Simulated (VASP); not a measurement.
# In (R-3m) in VASP: electric field gradients with PBEsol

Aim: the electric field gradients of In with PBEsol.

Everything below comes from runs of VASP 6.6.1. Logs are shortened: lines on timing, memory, paths and dates and some standing lists are left out, and cuts for length are marked.

### Step 1. The cell of the first run

Symmetry: R-3m, No. 166, trigonal system. Conventional cell: a = 3.383 Å, b = 3.383 Å, c = 24.946 Å, α = 90.00°, β = 90.00°, γ = 120.00°. Within 4.4 Å of In (site symmetry -3m) lie 12 In at 3.38 to 3.40 Å. In (site symmetry 3m) has 12 In at 3.38 to 3.40 Å within 4.4 Å.

### Step 2. Electric field gradients, PBEsol (27.48 Å³/atom)

INCAR

```
PREC = Accurate ; ENCUT = 520
EDIFF = 1E-8 ; ISMEAR = -1
SIGMA = 0.05 ; LREAL = False
LASPH = True ; NELM = 80
ALGO = Normal ; ISIF = 2
LWAVE = False ; LCHARG = False
GGA = PS ; LEFG = True
NBANDS = 26
```

KPOINTS

```
Automatic mesh
0
Gamma
  14 14 14
```

POSCAR

```
In
1.0
    1.6916082417      0.9766504737      8.3154685732
   -1.6916082417      0.9766504737      8.3154685732
    0.0000000000     -1.9533009474      8.3154685732
In
3
Direct
    0.0000000000      0.0000000000      0.0000000000
    0.7780122400      0.7780122400      0.7780122400
    0.2219877600      0.2219877600      0.2219877600
```

Potentials or basis: VASP PAW PBE potentials, release 64 (In_d).

Run with:

```bash
$ cat potpaw_PBE.64/In_d/POTCAR > POTCAR
$ mpirun -np 1 vasp_std > vasp.out
```

OUTCAR:

```text
PREC = Accurate
   ENCUT = 520
   EDIFF = 1E-8
   ISMEAR = -1
   LREAL = False
   LASPH = True
   NELM = 80
   ISIF = 2
   GGA = PS

 ion  position               nearest neighbor table
   1  0.000  0.000  0.000-   2 3.40   3 3.40   2 3.40   2 3.40   3 3.40   3 3.40
   2  0.778  0.778  0.778-   3 3.38   3 3.38   3 3.38   1 3.40   1 3.40   1 3.40
   3  0.222  0.222  0.222-   2 3.38   2 3.38   2 3.38   1 3.40   1 3.40   1 3.40

  LATTYP: Found a trigonal (rhomboedric) cell.
 ALAT       =     8.5418032161
 COS(alpha) =     0.9215612875

  Lattice vectors:

 A1 = (   1.6916082417,   0.9766504737,   8.3154685732)
 A2 = (  -1.6916082417,   0.9766504737,   8.3154685732)
 A3 = (   0.0000000000,  -1.9533009474,   8.3154685732)

Analysis of symmetry for initial positions (statically):
=====================================================================
 Subroutine PRICEL returns:
 Original cell was already a primitive cell.

 Routine SETGRP: Setting up the symmetry group for a
 trigonal (rhombohedral) supercell.

 Subroutine GETGRP returns: Found 12 space group operations
 (whereof 12 operations were pure point group operations)
 out of a pool of 12 trial point group operations.

The static configuration has the point symmetry D_3d.

Analysis of symmetry for dynamics (positions and initial velocities):
=====================================================================
 Subroutine PRICEL returns:
 Original cell was already a primitive cell.

 Routine SETGRP: Setting up the symmetry group for a
 trigonal (rhombohedral) supercell.

 Subroutine GETGRP returns: Found 12 space group operations
 (whereof 12 operations were pure point group operations)
 out of a pool of 12 trial point group operations.

The dynamic configuration has the point symmetry D_3d.

 Subroutine INISYM returns: Found 12 space group operations
 (whereof 12 operations are pure point group operations),
 and found     1 'primitive' translations

----------------------------------------------------------------------------------------

                                     Primitive cell

  volume of cell :      82.4284

  direct lattice vectors                    reciprocal lattice vectors
     1.691608242  0.976650474  8.315468573     0.295576711  0.170651294  0.040085935
    -1.691608242  0.976650474  8.315468573    -0.295576711  0.170651294  0.040085935
     0.000000000 -1.953300947  8.315468573     0.000000000 -0.341302587  0.040085935

  length of vectors
     8.541803216  8.541803216  8.541803216     0.343648568  0.343648568  0.343648568

  position of ions in fractional coordinates (direct lattice)
     0.000000000  0.000000000  0.000000000
     0.778012240  0.778012240  0.778012240
     0.221987760  0.221987760  0.221987760

  ion indices of the primitive-cell ions
   primitive index   ion index
                 1           1
                 2           2
                 3           3

----------------------------------------------------------------------------------------

 KPOINTS: Automatic mesh

Automatic generation of k-mesh.
 Grid dimensions read from file:
 generate k-points for:   14   14   14

 Generating k-lattice:

  Cartesian coordinates                     Fractional coordinates (reciprocal lattice)
     0.021112622  0.012189378  0.002863281     0.071428571  0.000000000  0.000000000
    -0.021112622  0.012189378  0.002863281     0.000000000  0.071428571  0.000000000
     0.000000000 -0.024378756  0.002863281     0.000000000  0.000000000  0.071428571

  Length of vectors
     0.024546326  0.024546326  0.024546326

  Shift w.r.t. Gamma in fractional coordinates (k-lattice)
     0.000000000  0.000000000  0.000000000

 Subroutine IBZKPT returns following result:
 ===========================================

 Found    288 irreducible k-points:

 Following reciprocal coordinates:
            Coordinates               Weight
  0.000000  0.000000  0.000000      1.000000
  0.071429  0.000000 -0.000000      6.000000
  0.142857 -0.000000  0.000000      6.000000
  0.214286  0.000000  0.000000      6.000000
  0.285714  0.000000 -0.000000      6.000000
  0.357143  0.000000 -0.000000      6.000000
[... 16 lines left out ...]
  0.214286  0.142857  0.000000     12.000000
  0.285714  0.142857  0.000000     12.000000
 [... further k-points ...]
   k-points           NKPTS =    288   k-points in BZ     NKDIM =    288   number of bands    NBANDS=     26
   number of dos      NEDOS =    301   number of ions     NIONS =      3
   total plane-waves  NPLWV = 262144
   dimension x,y,z NGX =    64 NGY =   64 NGZ =   64
   dimension x,y,z NGXF=   128 NGYF=  128 NGZF=  128
   ions per type =               3
   NGX,Y,Z   is equivalent  to a cutoff of  12.46, 12.46, 12.46 a.u.
   NGXF,Y,Z  is equivalent  to a cutoff of  24.91, 24.91, 24.91 a.u.
 SYSTEM =  unknown system
   PREC   = accura    normal or accurate (medium, high low for compatibility)
   ISTART =      0    job   : 0-new  1-cont  2-samecut
   ICHARG =      2    charge: 1-file 2-atom 10-const
   ISPIN  =      1    spin polarized calculation?
   LNONCOLLINEAR =      F non collinear calculations
   LSORBIT =      F    spin-orbit coupling
   LASPH  =      T    aspherical Exc in radial PAW
   ENCUT  =  520.0 eV  38.22 Ry    6.18 a.u.  15.88 15.88 15.88*2*pi/ulx,y,z
   NELM   =     80;   NELMIN=  2; NELMDL= -5     # of ELM steps
   EDIFF  = 0.1E-07   stopping-criterion for ELM
   LREAL  =      F    real-space projection
   EDIFFG = 0.1E-06   stopping-criterion for IOM
   NSW    =      0    number of steps for IOM
   IBRION =     -1    ionic relax: 0-MD 1-quasi-New 2-CG
   NFREE  =      0    steps in history (QN), initial steepest desc. (CG)
   ISIF   =      2    stress and relaxation
   ISYM   =      2    0-nonsym 1-usesym 2-fastsym
   POTIM  = 0.5000    time-step for ionic-motion
   TEBEG  =    0.0;   TEEND  =   0.0 temperature during run
   PSTRESS=    0.0 pullay stress
   NELECT =      39.0000    total number of electrons
   NUPDOWN=      -1.0000    fix difference up-down
   EMIN   =  10.00;   EMAX   =-10.00  energy-range for DOS
   EFERMI =   0.00;   METHOD = LEGACY
   ISMEAR =    -1;   SIGMA  =   0.05  broadening in eV -4-tet -1-fermi 0-gaus
   EFERMI_NEDOS =   21; number of points for ismear=-14 and -15
   IALGO  =     38    algorithm
   IMIX   =      4    mixing-type and parameters
     AMIX     =   0.40;   BMIX     =  1.00
     AMIX_MAG =   1.60;   BMIX_MAG =  1.00
  volume/ion in A,a.u.               =      27.48       185.42
  Fermi-wavevector in a.u.,A,eV,Ry     =   1.275667  2.410661 22.141125  1.627327
  Thomas-Fermi vector in A             =   2.408367
   LORBIT       =      0    0 simple, 1 ext, 2 COOP (PROOUT), +10 PAW based schemes
   GGA     = PS    functional components
   LHFCALC =     F    Hartree Fock is set to
   AEXX    =    0.0000 exact exchange contribution
   IVDW    =     0    specifies the selected vdW correction
   LEPSILON=     F    determine dielectric tensor
   LRPA    =     F    only Hartree local field effects (RPA)
 non-spin polarized calculation
  energy-cutoff  :      520.00
  volume of cell :       82.43
 maximum number of plane-waves:      2239
   NGX = 31   NGY = 31   NGZ = 31

 number of electron      38.9999999 magnetization

 Free energy of the ion-electron system (eV)
  ---------------------------------------------------
  ext. energy  EPLUGINS =         0.00000000
  ---------------------------------------------------
  free energy    TOTEN  =        -8.89306229 eV

  energy without entropy =       -8.87988835  energy(sigma->0) =       -8.88647532

 E-fermi :   6.8233     XC(G=0): -10.1745

 val. band max:        6.8209931414   @ k =   0.2857   0.0714   0.0714
 cond. band min:       6.8254988133   @ k =  -0.2857   0.5000   0.2143
 fundamental gap:      0.0045056718
 Fermi energy:         6.8232719749

 k-point     1 :       0.0000    0.0000    0.0000
  band No.  band energies     occupation
      1      -7.7162      2.00000
      2      -7.7137      2.00000
      3      -7.6816      2.00000
      4      -7.6747      2.00000
      5      -7.6747      2.00000
      6      -7.6555      2.00000
[... 18 lines left out ...]
     25      16.7239      0.00000
     26      16.7256      0.00000

 k-point     2 :       0.0714    0.0000   -0.0000
  band No.  band energies     occupation
      1      -7.7127      2.00000
      2      -7.7118      2.00000
      3      -7.6814      2.00000
      4      -7.6764      2.00000
      5      -7.6633      2.00000
      6      -7.6496      2.00000
[... 18 lines left out ...]
     25      16.0923      0.00000
     26      16.7360      0.00000

 k-point     3 :       0.1429   -0.0000    0.0000
  band No.  band energies     occupation
      1      -7.7271      2.00000
      2      -7.7128      2.00000
      3      -7.6786      2.00000
      4      -7.6636      2.00000
      5      -7.6428      2.00000
      6      -7.6356      2.00000
[... 18 lines left out ...]
     25      14.8109      0.00000
     26      15.9077      0.00000

 k-point     4 :       0.2143    0.0000    0.0000
  band No.  band energies     occupation
      1      -7.7548      2.00000
      2      -7.7333      2.00000
      3      -7.6754      2.00000
      4      -7.6519      2.00000
      5      -7.6361      2.00000
      6      -7.6288      2.00000
[... 18 lines left out ...]
     25      13.3614      0.00000
     26      15.0945      0.00000
[... 496 lines left out ...]
      1      -7.7303      2.00000
      2      -7.7045      2.00000
      3      -7.6748      2.00000
      4      -7.6698      2.00000
      5      -7.6519      2.00000
      6      -7.6379      2.00000
[... 18 lines left out ...]
     25      15.0290      0.00000
     26      16.0338      0.00000

 k-point    23 :       0.2143    0.1429    0.0000
  band No.  band energies     occupation
      1      -7.7340      2.00000
      2      -7.7078      2.00000
      3      -7.6849      2.00000
      4      -7.6694      2.00000
      5      -7.6463      2.00000
      6      -7.6192      2.00000
[... 18 lines left out ...]
     25      14.7502      0.00000
     26      15.0577      0.00000

 k-point    24 :       0.2857    0.1429    0.0000
  band No.  band energies     occupation
      1      -7.7276      2.00000
      2      -7.7206      2.00000
      3      -7.7014      2.00000
      4      -7.6687      2.00000
      5      -7.6374      2.00000
      6      -7.6261      2.00000
[... 18 lines left out ...]
     25      12.9972      0.00000
     26      14.2338      0.00000

 [... further k-points ...]

------------------------ aborting loop because EDIFF is reached ----------------------------------------

  FORCE on cell =-STRESS in cart. coord.  units (eV):
  Direction    XX          YY          ZZ          XY          YZ          ZX
  --------------------------------------------------------------------------------------
  -------------------------------------------------------------------------------------
  Total       -1.3576075     -1.3576075     -1.2508919      0.0000000     -0.0000000      0.0000000
  in kB      -26.3880855    -26.3880855    -24.3138330      0.0000000     -0.0000000      0.0000000
  external PRESSURE =     -25.6966680 kB  Pullay stress =       0.0000000 kB

 VOLUME and BASIS-vectors are now :
 -----------------------------------------------------------------------------
  energy-cutoff  :      520.00
  volume of cell :       82.43
      direct lattice vectors                 reciprocal lattice vectors
     1.691608242  0.976650474  8.315468573     0.295576711  0.170651294  0.040085935
    -1.691608242  0.976650474  8.315468573    -0.295576711  0.170651294  0.040085935
     0.000000000 -1.953300947  8.315468573     0.000000000 -0.341302587  0.040085935

 POSITION                                       TOTAL-FORCE (eV/Angst)
 -----------------------------------------------------------------------------------
      0.00000      0.00000      0.00000         0.000000      0.000000     -0.000000
      0.00000      0.00000     19.40861         0.000000     -0.000000     -0.001419
      0.00000      0.00000      5.53780         0.000000     -0.000000      0.001419
 -----------------------------------------------------------------------------------
    total drift:                                0.000000      0.000000     -0.000000

  FREE ENERGIE OF THE ION-ELECTRON SYSTEM (eV)
  ---------------------------------------------------
  free  energy   TOTEN  =        -8.8930622907 eV

  energy  without entropy=       -8.8798883473  energy(sigma->0) =       -8.88647532

 Electric field gradients (V/A^2)
---------------------------------------------------------------------
 ion       V_xx      V_yy      V_zz      V_xy      V_xz      V_yz
---------------------------------------------------------------------
   1      -1.241    -1.241     2.482    -0.000     0.000    -0.000
   2       2.185     2.185    -4.371    -0.000     0.000    -0.000
   3       2.185     2.185    -4.371     0.000     0.000    -0.000
---------------------------------------------------------------------

 Electric field gradients after diagonalization (V/A^2)
 (convention: |V_zz| > |V_xx| > |V_yy|)
----------------------------------------------------------------------
 ion       V_xx      V_yy      V_zz     asymmetry (V_yy - V_xx)/ V_zz
----------------------------------------------------------------------
   1      -1.241    -1.241     2.482       0.000
   2       2.185     2.185    -4.371       0.000
   3       2.185     2.185    -4.371       0.000
----------------------------------------------------------------------

           NMR quadrupolar parameters

 Cq : quadrupolar parameter    Cq=e*Q*V_zz/h
 eta: asymmetry parameters     (V_yy - V_xx)/ V_zz
 Q  : nuclear electric quadrupole moment in mb (millibarn)
----------------------------------------------------------------------
 ion       Cq(MHz)       eta       Q (mb)
----------------------------------------------------------------------
   1       0.006       0.000       1.000
   2      -0.011       0.000       1.000
   3      -0.011       0.000       1.000
----------------------------------------------------------------------
```

It took 38 min on 1 thread of Intel Xeon Platinum 8488C (Sapphire Rapids), shared host; peak memory 0.84 GiB.

What came out:

- Free energy: -8.8931 eV
- Pressure: -2.6 GPa
- Band gap on the k mesh: zero (an odd number of electrons rules out a gap without spin polarisation)
- Largest electric field gradient by atom: In +2.5, -4.4 (each value once) V/Å²

Levels at points of the mesh, in eV from the Fermi level:
```
           k point  band 17  band 18  band 19  band 20  band 21  band 22
(0.00, 0.00, 0.00)    -6.88    -6.86     0.45     0.47     8.44     8.44
(0.50, 0.00, 0.00)    -4.08    -3.05    -2.62    -1.10    -1.07     3.17
(0.50, 0.50, 0.00)    -4.19    -3.45    -2.90    -0.40    -0.40     1.86
(0.50, 0.50, 0.50)    -8.65    -4.36    -3.20     5.58     5.63     8.04
```

Electric field gradients, principal values (V/Å²):
```
atom   least  middle  greatest (by size)
1 In  -1.241  -1.241               2.482
2 In   2.185   2.185              -4.371
3 In   2.185   2.185              -4.371
```

Caveat: without QUAD_EFG the Cq values of the log hold for a quadrupole moment of 1 mb, not for the nuclei; the PAW data sets were made with another functional, which shifts forces and pressure a little; spin-orbit coupling is left out, which moves the levels of the heavy elements.
